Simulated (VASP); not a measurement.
Crystal: C.

```xyz
2
Lattice="0.0000 1.7952 1.7952 1.7952 0.0000 1.7952 1.7952 1.7952 0.0000" Properties=species:S:1:pos:R:3 pbc="T T T"
C     2.6928    2.6928    2.6928
C     1.7952    1.7952    1.7952
```

Base run:

| Property | Result |
| --- | --- |
| Program | VASP 6.6.1 |
| Functional | RPBE |
| Potentials or basis | VASP PAW PBE potentials, release 64 (C) |
| Cutoff | 520 eV |
| k mesh | 13 × 13 × 13 |
| Occupations | fermi-dirac, width 0.05 eV |
| Spin | no spin polarisation |

Its results: band gap on the k mesh 4.10 eV, indirect (least direct gap 5.54 eV); pressure -0.1 GPa.

The run is repeated on the same cell with these changes: functional from RPBE to PBEsol. What comes out?

Band gap on the k mesh 3.97 eV, indirect (least direct gap 5.49 eV); pressure -12.1 GPa.

PBEsol binds more tightly than RPBE, so the same cell stands under less pressure.

Caveats: the PAW data sets were made with another functional, which shifts forces and pressure a little.

A k mesh can miss the band edges.
